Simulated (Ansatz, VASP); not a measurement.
# Si3N4: VASP beside Ansatz

```xyz
14
Lattice="7.5950 0.0000 0.0000 -3.7975 6.5775 0.0000 0.0000 0.0000 2.9023" Properties=species:S:1:pos:R:3 pbc="T T T"
Si    5.1687    1.1416    0.9451
Si    1.5957    5.0470    2.3962
Si    4.0220    3.9054    0.9451
Si   -1.3712    5.4359    2.3962
Si    2.2018    1.5304    0.9451
Si   -0.2245    2.6720    2.3962
N    -1.0292    2.1689    0.9451
N     5.1768    0.1501    2.3930
N     2.4338    4.6017    0.9451
N     4.8267    4.4086    2.3963
N    -1.4046    6.3843    0.9451
N     1.3637    1.9758    2.3963
N     0.0000    4.3850   -0.5064
N     3.7975    2.1925    0.9448
```

Alike in both runs: task electric field gradients; functional PBE; k mesh 4 × 4 × 10; occupations fermi-dirac, width 0.02 eV; no spin polarisation.

|  | VASP | Ansatz |
| --- | --- | --- |
| version | VASP 6.6.1 | Ansatz 0.2.0 |
| potentials or method | VASP PAW PBE potentials, release 64 (Si, N) | plane-wave PAW, scalar-relativistic |
| plane-wave cutoff (eV) | 520 | 420 |
| valence electrons in the cell | 64 | 64 |

VASP gave:

| Item | Value |
| --- | --- |
| gap on the k mesh at the Fermi level (eV) | 4.35 |
| pressure (GPa) | 6.2 |
| traceless stress, the component that is largest in VASP (GPa) | 0.81 |
| rms of the force components (eV/Å) | 0.328 |
| size of Vzz on the site where it differs most (V/Å²) | 44.8 |

Estimate Ansatz's values.

gap on the k mesh at the Fermi level (eV): 4.36; pressure (GPa): 6.5; traceless stress, the component that is largest in VASP (GPa): 0.78; rms of the force components (eV/Å): 0.328; size of Vzz on the site where it differs most (V/Å²): 47.7.

Atom by atom the forces differ by 0.002 eV/Å (rms over components).
